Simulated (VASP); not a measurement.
# Y2Lu3F (P6/mmm) in VASP: a series of runs

Runs on Y2Lu3F. Level: PBE. Tasks: single point, relaxation of cell and atoms.

Everything below comes from runs of VASP 6.6.1. Logs are shortened: lines on timing, memory, paths and dates and some standing lists are left out, and cuts for length are marked.

### 1 The cell of the first run

The structure is hexagonal, space group P6/mmm (No. 191). Conventional cell: a = 6.020 Å, b = 6.020 Å, c = 3.996 Å, α = 90.00°, β = 90.00°, γ = 120.00°. Y (site symmetry -6m2) has 6 Lu at 2.65 Å and 3 Y at 3.48 Å and 3 F at 3.48 Å within 3.5 Å. Lu (site symmetry mmm) has 4 Y at 2.65 Å and 4 Lu at 3.01 Å and 4 F at 3.61 Å within 3.7 Å. F (site symmetry 6/mmm) has 6 Y at 3.48 Å and 12 Lu at 3.61 Å and 2 F at 4.00 Å within 4.6 Å.

The cell was generated, and may not be a known phase.

### 2 Single point, PBE

Input file INCAR:

```
SYSTEM = Y2Lu3F
  PREC = Accurate
  ENCUT = 520
  EDIFF = 1E-6
  ISMEAR = 0
  SIGMA = 0.1
  LREAL = .FALSE.
  LASPH = .TRUE.
  NELM = 60
  ALGO = Normal
  ISIF = 2
  LWAVE = .FALSE.
  LCHARG = .FALSE.
  GGA = PE
  NBANDS = 61
```

Input file KPOINTS:

```
Automatic mesh
0
G
  3 3 4
  0 0 0
```

Input file POSCAR:

```
Y2Lu3F
1.0
    6.0196320300      0.0000000000      0.0000000000
   -3.0098160200      5.2131542600      0.0000000000
    0.0000000000      0.0000000000      3.9963567600
Y Lu F
2 3 1
Direct
    0.6666666700      0.3333333300      0.0000000000
    0.3333333300      0.6666666700      0.0000000000
    0.0000000000      0.5000000000      0.5000000000
    0.5000000000      0.5000000000      0.5000000000
    0.5000000000      0.0000000000      0.5000000000
    0.0000000000      0.0000000000      0.0000000000
```

Potentials or basis: VASP PAW PBE potentials, release 64 (Y_sv, Lu, F).

Command:

```
cat potpaw_PBE.64/Y_sv/POTCAR potpaw_PBE.64/Lu/POTCAR potpaw_PBE.64/F/POTCAR > POTCAR
mpirun -np 1 vasp_std > vasp.out
```

OUTCAR:

```text
SYSTEM = Y2Lu3F
   PREC = Accurate
   ENCUT = 520
   EDIFF = 1E-6
   ISMEAR = 0
   LREAL = .FALSE.
   LASPH = .TRUE.
   NELM = 60
   ISIF = 2
   GGA = PE

 ion  position               nearest neighbor table
   1  0.667  0.333  0.000-   3 2.65   3 2.65   5 2.65   5 2.65   4 2.65   4 2.65   2 3.48   2 3.48
                             2 3.48
   2  0.333  0.667  0.000-   3 2.65   3 2.65   5 2.65   5 2.65   4 2.65   4 2.65   1 3.48   1 3.48
                             1 3.48
   3  0.000  0.500  0.500-   1 2.65   2 2.65   1 2.65   2 2.65   5 3.01   5 3.01   4 3.01   4 3.01

   4  0.500  0.500  0.500-   1 2.65   2 2.65   1 2.65   2 2.65   3 3.01   3 3.01   5 3.01   5 3.01

   5  0.500  0.000  0.500-   1 2.65   2 2.65   1 2.65   2 2.65   3 3.01   3 3.01   4 3.01   4 3.01

   6  0.000  0.000  0.000-

  LATTYP: Found a hexagonal cell.
 ALAT       =     6.0196320300
 C/A-ratio  =     0.6638872177

  Lattice vectors:

 A1 = (   6.0196320300,   0.0000000000,   0.0000000000)
 A2 = (  -3.0098160200,   5.2131542600,   0.0000000000)
 A3 = (   0.0000000000,   0.0000000000,   3.9963567600)

Analysis of symmetry for initial positions (statically):
=====================================================================
 Subroutine PRICEL returns:
 Original cell was already a primitive cell.

 Routine SETGRP: Setting up the symmetry group for a
 hexagonal supercell.

 Subroutine GETGRP returns: Found 24 space group operations
 (whereof 24 operations were pure point group operations)
 out of a pool of 24 trial point group operations.

The static configuration has the point symmetry D_6h.

Analysis of symmetry for dynamics (positions and initial velocities):
=====================================================================
 Subroutine PRICEL returns:
 Original cell was already a primitive cell.

 Routine SETGRP: Setting up the symmetry group for a
 hexagonal supercell.

 Subroutine GETGRP returns: Found 24 space group operations
 (whereof 24 operations were pure point group operations)
 out of a pool of 24 trial point group operations.

The dynamic configuration has the point symmetry D_6h.

 Subroutine INISYM returns: Found 24 space group operations
 (whereof 24 operations are pure point group operations),
 and found     1 'primitive' translations

[... 86 lines left out ...]
   EDIFF  = 0.1E-05   stopping-criterion for ELM
   LREAL  =      F    real-space projection
   EDIFFG = 0.1E-04   stopping-criterion for IOM
   NSW    =      0    number of steps for IOM
   IBRION =     -1    ionic relax: 0-MD 1-quasi-New 2-CG
   NFREE  =      0    steps in history (QN), initial steepest desc. (CG)
   ISIF   =      2    stress and relaxation
   ISYM   =      2    0-nonsym 1-usesym 2-fastsym
   POTIM  = 0.5000    time-step for ionic-motion
   TEBEG  =    0.0;   TEEND  =   0.0 temperature during run
   PSTRESS=    0.0 pullay stress
   NELECT =     104.0000    total number of electrons
   NUPDOWN=      -1.0000    fix difference up-down
   EMIN   =  10.00;   EMAX   =-10.00  energy-range for DOS
   EFERMI =   0.00;   METHOD = LEGACY
   ISMEAR =     0;   SIGMA  =   0.10  broadening in eV -4-tet -1-fermi 0-gaus
   EFERMI_NEDOS =   21; number of points for ismear=-14 and -15
   IALGO  =     38    algorithm
   IMIX   =      4    mixing-type and parameters
     AMIX     =   0.40;   BMIX     =  1.00
     AMIX_MAG =   1.60;   BMIX_MAG =  1.00
  volume/ion in A,a.u.               =      20.90       141.05
  Fermi-wavevector in a.u.,A,eV,Ry     =   1.538064  2.906519 32.186490  2.365640
  Thomas-Fermi vector in A             =   2.644485
   LORBIT       =      0    0 simple, 1 ext, 2 COOP (PROOUT), +10 PAW based schemes
   GGA     = PE    functional components
   LHFCALC =     F    Hartree Fock is set to
   AEXX    =    0.0000 exact exchange contribution
   IVDW    =     0    specifies the selected vdW correction
   LEPSILON=     F    determine dielectric tensor
   LRPA    =     F    only Hartree local field effects (RPA)
 non-spin polarized calculation
 Gauss-broadening in eV      SIGMA  =   0.10
  energy-cutoff  :      520.00
  volume of cell :      125.41
 maximum number of plane-waves:      3399
 NGX is ok and might be reduce to    48
   NGX = 23   NGY = 23   NGZ = 15

 number of electron     104.0000014 magnetization

 Free energy of the ion-electron system (eV)
  ---------------------------------------------------
  ext. energy  EPLUGINS =         0.00000000
  ---------------------------------------------------
  free energy    TOTEN  =       -17.66669752 eV

  energy without entropy =      -17.61716257  energy(sigma->0) =      -17.64193004

 E-fermi :   3.0480     XC(G=0): -10.9682

 val. band max:        2.9941866365   @ k =   0.3333   0.0000   0.2500
 cond. band min:       3.0551511117   @ k =   0.3333   0.0000   0.5000
 fundamental gap:      0.0609644752
 Fermi energy:         3.0480149575

 k-point     1 :       0.0000    0.0000    0.0000
  band No.  band energies     occupation
      1     -52.8978      2.00000
      2     -52.7972      2.00000
      3     -52.7972      2.00000
      4     -38.4771      2.00000
      5     -38.4728      2.00000
      6     -24.4095      2.00000
[... 565 lines left out ...]
     60       5.0627      0.00000
     61       5.5047      0.00000

------------------------ aborting loop because EDIFF is reached ----------------------------------------

  FORCE on cell =-STRESS in cart. coord.  units (eV):
  Direction    XX          YY          ZZ          XY          YZ          ZX
  --------------------------------------------------------------------------------------
  -------------------------------------------------------------------------------------
  Total       20.1422297     20.1422297     34.9504152     -0.0000000     -0.0000000      0.0000000
  in kB      257.3258139    257.3258140    446.5068744     -0.0000002     -0.0000000      0.0000000
  external PRESSURE =     320.3861674 kB  Pullay stress =       0.0000000 kB

 VOLUME and BASIS-vectors are now :
 -----------------------------------------------------------------------------
  energy-cutoff  :      520.00
  volume of cell :      125.41
      direct lattice vectors                 reciprocal lattice vectors
     6.019632030  0.000000000  0.000000000     0.166123111  0.095911223  0.000000000
    -3.009816020  5.213154260  0.000000000     0.000000000  0.191822446  0.000000000
     0.000000000  0.000000000  3.996356760     0.000000000  0.000000000  0.250227910

 POSITION                                       TOTAL-FORCE (eV/Angst)
 -----------------------------------------------------------------------------------
      3.00982      1.73772      0.00000        -0.000000     -0.000000      0.000000
     -0.00000      3.47544      0.00000         0.000000     -0.000000     -0.000000
     -1.50491      2.60658      1.99818         0.000000      0.000000     -0.000000
      1.50491      2.60658      1.99818         0.000000      0.000000     -0.000000
      3.00982      0.00000      1.99818         0.000000      0.000000     -0.000000
      0.00000      0.00000      0.00000         0.000000      0.000000     -0.000000
 -----------------------------------------------------------------------------------
    total drift:                                0.000000      0.000000     -0.000000

  FREE ENERGIE OF THE ION-ELECTRON SYSTEM (eV)
  ---------------------------------------------------
  free  energy   TOTEN  =       -17.6666975157 eV

  energy  without entropy=      -17.6171625704  energy(sigma->0) =      -17.64193004
```

OSZICAR:

```text
N       E                     dE             d eps       ncg     rms          rms(c)
DAV:   1     0.116056402610E+04    0.11606E+04   -0.37851E+04  1662   0.528E+03
DAV:   2     0.191805853280E+03   -0.96876E+03   -0.92680E+03  1386   0.103E+03
DAV:   3     0.146609593950E+02   -0.17714E+03   -0.17007E+03  1185   0.250E+02
DAV:   4    -0.168493526479E+02   -0.31510E+02   -0.29583E+02  1588   0.770E+01
DAV:   5    -0.196586015800E+02   -0.28092E+01   -0.27577E+01  1780   0.204E+01    0.438E+01
DAV:   6    -0.177450753524E+02    0.19135E+01   -0.52352E+00  1868   0.382E+01    0.268E+01
DAV:   7    -0.181303225682E+02   -0.38525E+00   -0.59455E+00  1684   0.121E+01    0.835E+00
DAV:   8    -0.176395353783E+02    0.49079E+00   -0.12435E+00  1839   0.122E+01    0.348E+00
DAV:   9    -0.177017951044E+02   -0.62260E-01   -0.81333E-01  1448   0.394E+00    0.193E+00
DAV:  10    -0.176918682143E+02    0.99269E-02   -0.44086E-01  1469   0.342E+00    0.127E+00
DAV:  11    -0.176672895319E+02    0.24579E-01   -0.59639E-02  1463   0.138E+00    0.337E-01
DAV:  12    -0.176666138568E+02    0.67568E-03   -0.14445E-02  1488   0.441E-01    0.137E-01
DAV:  13    -0.176667138119E+02   -0.99955E-04   -0.19526E-03  1380   0.152E-01    0.607E-02
DAV:  14    -0.176667006728E+02    0.13139E-04   -0.92637E-05  1677   0.535E-02    0.236E-02
DAV:  15    -0.176666969260E+02    0.37469E-05   -0.29392E-05  1295   0.319E-02    0.865E-03
DAV:  16    -0.176666980437E+02   -0.11177E-05   -0.12876E-05  1087   0.174E-02    0.635E-03
DAV:  17    -0.176666975157E+02    0.52797E-06   -0.32742E-06   893   0.999E-03
   1 F= -.17666698E+02 E0= -.17641930E+02  d E =-.495349E-01
```

It took 53 s on 1 thread of Intel Xeon 6975P-C (Granite Rapids), shared host; peak memory 0.28 GiB.

What came out:

* Free energy: -17.6667 eV
* Pressure: 32.0 GPa
* Band gap on the k mesh: zero (bands 52 and 53 overlap by 0.50 eV)

Caveat: the k points lie up to 0.40 Å⁻¹ apart; spin-orbit coupling is left out, which moves the levels of the heavy elements.

### 3 Single point, PBE

This run uses another cell than the first one, of 33.55 Å³/atom.

Input file INCAR:

```
ALGO = Normal ; EDIFF = 1E-7
ENCUT = 520 ; GGA = PE
ISIF = 2 ; ISMEAR = 0
LASPH = True ; LCHARG = True
LELF = True ; LREAL = False
LVHAR = True ; LWAVE = False
NBANDS = 61 ; NELM = 80
PREC = Accurate ; SIGMA = 0.1
```

Input file KPOINTS:

```
k-points
0
Gamma
  3 3 4
```

Input file POSCAR:

```
Y2Lu3F
1.0
    6.2280967831      0.0000000030      0.0000000000
   -3.1140483941      5.3936900299      0.0000000000
    0.0000000000      0.0000000000      5.9919450071
Y Lu F
2 3 1
Direct
    0.6666666667      0.3333333333      0.0000000000
    0.3333333333      0.6666666667      0.0000000000
    0.0000000000      0.5000000000      0.5000000000
    0.5000000000      0.5000000000      0.5000000000
    0.5000000000      0.0000000000      0.5000000000
    0.0000000000      0.0000000000      0.0000000000
```

Potentials or basis: VASP PAW PBE potentials, release 64 (Y_sv, Lu, F).

Command:

```
cat potpaw_PBE.64/Y_sv/POTCAR potpaw_PBE.64/Lu/POTCAR potpaw_PBE.64/F/POTCAR > POTCAR
mpirun -np 1 vasp_std > vasp.out
```

OUTCAR:

```text
EDIFF = 1E-7
   ENCUT = 520
   GGA = PE
   ISIF = 2
   ISMEAR = 0
   LASPH = True
   LREAL = False
   NELM = 80
   PREC = Accurate

 ion  position               nearest neighbor table
   1  0.667  0.333  0.000-   5 3.49   5 3.49   3 3.49   3 3.49   4 3.49   4 3.49   2 3.60   2 3.60
                             2 3.60
   2  0.333  0.667  0.000-   5 3.49   5 3.49   3 3.49   3 3.49   4 3.49   4 3.49   1 3.60   1 3.60
                             1 3.60
   3  0.000  0.500  0.500-   4 3.11   4 3.11   5 3.11   5 3.11   1 3.49   2 3.49   1 3.49   2 3.49

   4  0.500  0.500  0.500-   5 3.11   5 3.11   3 3.11   3 3.11   1 3.49   2 3.49   1 3.49   2 3.49

   5  0.500  0.000  0.500-   4 3.11   4 3.11   3 3.11   3 3.11   1 3.49   2 3.49   1 3.49   2 3.49

   6  0.000  0.000  0.000-

  LATTYP: Found a hexagonal cell.
 ALAT       =     6.2280967831
 C/A-ratio  =     0.9620828346

  Lattice vectors:

 A1 = (   6.2280967831,   0.0000000030,   0.0000000000)
 A2 = (  -3.1140483941,   5.3936900299,   0.0000000000)
[... 168 lines left out ...]

 E-fermi :   1.2623     XC(G=0):  -8.9865

 val. band max:        1.2478736637   @ k =   0.3333   0.0000   0.0000
 cond. band min:       1.2730137668   @ k =   0.0000   0.0000   0.0000
 fundamental gap:      0.0251401031
 Fermi energy:         1.2623471907

 k-point     1 :       0.0000    0.0000    0.0000
  band No.  band energies     occupation
      1     -55.2788      2.00000
      2     -55.2219      2.00000
      3     -55.2219      2.00000
      4     -42.0671      2.00000
      5     -42.0368      2.00000
      6     -26.3991      2.00000
[... 565 lines left out ...]
     60       2.4640      0.00000
     61       2.8431      0.00000

------------------------ aborting loop because EDIFF is reached ----------------------------------------

  FORCE on cell =-STRESS in cart. coord.  units (eV):
  Direction    XX          YY          ZZ          XY          YZ          ZX
  --------------------------------------------------------------------------------------
  -------------------------------------------------------------------------------------
  Total        0.0933828      0.0933828      0.3880474      0.0000000     -0.0000000      0.0000000
  in kB        0.7433072      0.7433072      3.0887748      0.0000000     -0.0000000      0.0000000
  external PRESSURE =       1.5251297 kB  Pullay stress =       0.0000000 kB

 VOLUME and BASIS-vectors are now :
 -----------------------------------------------------------------------------
  energy-cutoff  :      520.00
  volume of cell :      201.28
      direct lattice vectors                 reciprocal lattice vectors
     6.228096783  0.000000003  0.000000000     0.160562694  0.092700915  0.000000000
    -3.114048394  5.393690030  0.000000000    -0.000000000  0.185401830  0.000000000
     0.000000000  0.000000000  5.991945007     0.000000000  0.000000000  0.166890717

 POSITION                                       TOTAL-FORCE (eV/Angst)
 -----------------------------------------------------------------------------------
      3.11405      1.79790      0.00000         0.000000      0.000000      0.000000
     -0.00000      3.59579      0.00000        -0.000000      0.000000      0.000000
     -1.55702      2.69685      2.99597        -0.000000     -0.000000      0.000000
      1.55702      2.69685      2.99597        -0.000000     -0.000000      0.000000
      3.11405      0.00000      2.99597        -0.000000     -0.000000      0.000000
      0.00000      0.00000      0.00000        -0.000000     -0.000000      0.000000
 -----------------------------------------------------------------------------------
    total drift:                                0.000000      0.000000     -0.000000

  FREE ENERGIE OF THE ION-ELECTRON SYSTEM (eV)
  ---------------------------------------------------
  free  energy   TOTEN  =       -25.9127829923 eV

  energy  without entropy=      -25.8546433337  energy(sigma->0) =      -25.88371316
```

OSZICAR:

```text
N       E                     dE             d eps       ncg     rms          rms(c)
DAV:   1     0.133297464645E+04    0.13330E+04   -0.37421E+04  1592   0.497E+03
DAV:   2     0.232315733429E+03   -0.11007E+04   -0.10514E+04  1490   0.114E+03
DAV:   3     0.838206650730E+01   -0.22393E+03   -0.21733E+03  1262   0.279E+02
DAV:   4    -0.267854242740E+02   -0.35167E+02   -0.34175E+02  1612   0.812E+01
[... 10 lines left out ...]
DAV:  15    -0.259127845558E+02   -0.18961E-05   -0.24667E-05  1668   0.161E-02    0.862E-03
DAV:  16    -0.259127834873E+02    0.10685E-05   -0.35944E-06  1268   0.838E-03    0.278E-03
DAV:  17    -0.259127831391E+02    0.34822E-06   -0.91063E-07  1039   0.385E-03    0.157E-03
DAV:  18    -0.259127829605E+02    0.17866E-06   -0.11354E-07   804   0.226E-03    0.102E-03
DAV:  19    -0.259127829923E+02   -0.31832E-07   -0.29954E-08   682   0.868E-04
   1 F= -.25912783E+02 E0= -.25883713E+02  d E =-.581397E-01
```

Run time: 93 s. Hardware: 1 thread of Intel Xeon 6975P-C (Granite Rapids), shared host; peak memory 0.38 GiB.

What came out:

- Free energy: -25.9128 eV
- Pressure: 0.2 GPa
- Band gap on the k mesh: zero (bands 52 and 53 overlap by 0.53 eV)

Caveat: the k points lie up to 0.39 Å⁻¹ apart, too coarse for converged energies and pressures of a metal; spin-orbit coupling is left out, which moves the levels of the heavy elements.

(Part 1 of 2 ends here.)

The gap in the log of VASP goes by the Fermi energy; the results here count the filled bands.